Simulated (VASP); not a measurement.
Crystal: Ta3BN3.

```
Ta B N
1.0
     4.49801    0.00000    0.00000
     0.00000    4.49801    0.00000
     0.00000    0.00000    5.35028
Ta B N
3 1 3
Cartesian
  2.2490 0.0000 1.7450
  0.0000 2.2490 1.7450
  0.0000 0.0000 0.4115
  0.0000 0.0000 3.9715
  2.2490 0.0000 4.9680
  0.0000 2.2490 4.9680
  2.2490 2.2490 2.9281
```

The cell was generated, and may not be a known phase.

- Program: VASP 6.6.1
- Task: relaxation of cell and atoms
- Functional: PBE
- Potentials or basis: VASP PAW PBE potentials, release 64 (Ta_pv, B, N)
- Cutoff: 600 eV
- k mesh: 3 × 3 × 2
- Occupations: gaussian, width 0.15 eV
- Spin: no spin polarisation

At the start: pressure -7.6 GPa; volume 15.46 Å³/atom.

Task: How do energy, volume and symmetry change on relaxing?

Result: Over 31 steps the energy falls by 2240.0 meV/atom and the volume is 11.79 Å³/atom (-23.7 %); space group P4mm (No. 99, to 0.1 Å) before, Pm-3m (No. 221, to 0.1 Å).

Step by step:
| step | energy change (eV) | largest force (eV/Å) | pressure (GPa) | volume (Å³) |
| --- | --- | --- | --- | --- |
| 1 | 0.0000 | 10.5931 | -7.64 | 108.25 |
| 2 | -6.3651 | 8.8230 | 0.97 | 97.08 |
| 3 | -8.3093 | 11.8241 | 29.99 | 89.42 |
| 4 | -11.6056 | 7.4790 | 19.24 | 91.44 |
| 5 | -13.2625 | 2.9192 | 8.86 | 93.96 |
| 6 | -13.2772 | 2.6134 | 8.00 | 94.21 |
| 7 | -13.5627 | 2.2644 | 0.95 | 96.06 |
| 8 | -13.6824 | 1.8339 | -7.06 | 98.59 |
| 9 | -13.8745 | 2.1552 | -6.23 | 97.10 |
| 10 | -14.4338 | 2.3683 | -2.47 | 92.65 |
| 11 | -14.0970 | 6.0652 | 16.58 | 83.84 |
| 12 | -14.5833 | 3.5856 | 2.29 | 89.74 |
| 13 | -14.5962 | 4.1679 | 4.84 | 88.34 |
| 14 | -14.6769 | 3.9478 | 4.62 | 87.90 |
| 15 | -14.8492 | 3.3493 | 4.48 | 86.56 |
| 16 | -14.8262 | 4.5683 | 6.84 | 83.90 |
| 17 | -14.9031 | 2.9142 | 5.16 | 85.39 |
| 18 | -15.0326 | 2.3720 | 2.97 | 85.70 |
| 19 | -15.2531 | 1.2102 | -2.71 | 86.64 |
| 20 | -15.2814 | 0.8072 | -4.88 | 87.06 |
| 21 | -15.2827 | 0.7112 | -5.38 | 87.16 |
| 22 | -15.3317 | 0.4952 | -4.39 | 86.65 |
| 23 | -15.4430 | 0.6306 | -1.09 | 85.12 |
| 24 | -15.4622 | 2.2484 | 7.17 | 82.09 |
| 25 | -15.4919 | 1.2260 | 3.02 | 83.51 |
| 26 | -15.5564 | 1.0384 | 1.49 | 83.52 |
| 27 | -15.6248 | 0.4852 | -1.54 | 83.52 |
| 28 | -15.6600 | 0.2619 | -0.71 | 82.97 |
| 29 | -15.6704 | 0.6253 | 0.71 | 82.38 |
| 30 | -15.6796 | 0.0901 | -0.06 | 82.57 |
| 31 | -15.6797 | 0.0618 | -0.02 | 82.56 |

Final structure:
```cif
data_structure
_symmetry_space_group_name_H-M 'P 1'
_symmetry_Int_Tables_number 1
_cell_length_a 4.3616
_cell_length_b 4.3616
_cell_length_c 4.3396
_cell_angle_alpha 90.000
_cell_angle_beta 90.000
_cell_angle_gamma 90.000
_cell_volume 82.56
loop_
_atom_site_label
_atom_site_type_symbol
_atom_site_fract_x
_atom_site_fract_y
_atom_site_fract_z
_atom_site_occupancy
Ta1 Ta 0.50000 0.00000 0.47883 1
Ta2 Ta 0.00000 0.50000 0.47883 1
Ta3 Ta 0.00000 0.00000 0.98198 1
B1 B 0.00000 0.00000 0.48124 1
N1 N 0.50000 0.00000 0.98521 1
N2 N 0.00000 0.50000 0.98521 1
N3 N 0.50000 0.50000 0.48457 1
```

Caveat: the k points lie up to 0.72 Å⁻¹ apart in the final cell, too coarse for converged energies and pressures of a metal; the volume moved by over 15 % at a fixed basis, so the end points are rough; an odd number of electrons without spin polarisation forces a metal; a magnetic or distorted state may lie lower; the relaxation stopped at a loose force limit of 0.08 eV/Å, so its end isn't a converged minimum.
